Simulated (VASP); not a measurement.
A run of VASP 6.6.1 is set up as follows.

INCAR

```
SYSTEM = NbP
  ALGO = Normal
  EDIFF = 1E-7
  ENCUT = 520
  GGA = PE
  ISIF = 2
  ISMEAR = 0
  IVDW = 12
  LASPH = .TRUE.
  LCHARG = .FALSE.
  LREAL = .FALSE.
  LWAVE = .FALSE.
  NBANDS = 26
  NELM = 80
  PREC = Accurate
  SIGMA = 0.1
```

File KPOINTS:

```
k-points
0
G
  18 18 18
  0 0 0
```

Contents of POSCAR:

```
NbP
1.0
   -1.6580471960      1.6580471960      5.6255240818
    1.6580471960     -1.6580471960      5.6255240818
    1.6580471960      1.6580471960     -5.6255240818
Nb P
2 2
Direct
    0.7502518657      0.7502518657      0.0000000000
    0.5002518657      1.0002518657      0.5000000000
    0.3323767093      0.3323767093      0.0000000000
    0.0823767093      0.5823767093      0.5000000000
```

Potentials or basis: VASP PAW PBE potentials, release 64 (Nb_sv, P).

The run is started by

```console
$ cat potpaw_PBE.64/Nb_sv/POTCAR potpaw_PBE.64/P/POTCAR > POTCAR
$ mpirun -np 1 vasp_std > vasp.out
```

Question: Predict the pressure.

Answer: -0.5 GPa.

Question: What does it give for the dispersion energy per atom?

Answer: -0.644 eV.

Forces in eV/Å, atoms in the order of the input:
```
Nb   0.000  0.000 -0.003
Nb   0.000  0.000 -0.003
P    0.000  0.000  0.003
P    0.000  0.000  0.003
```
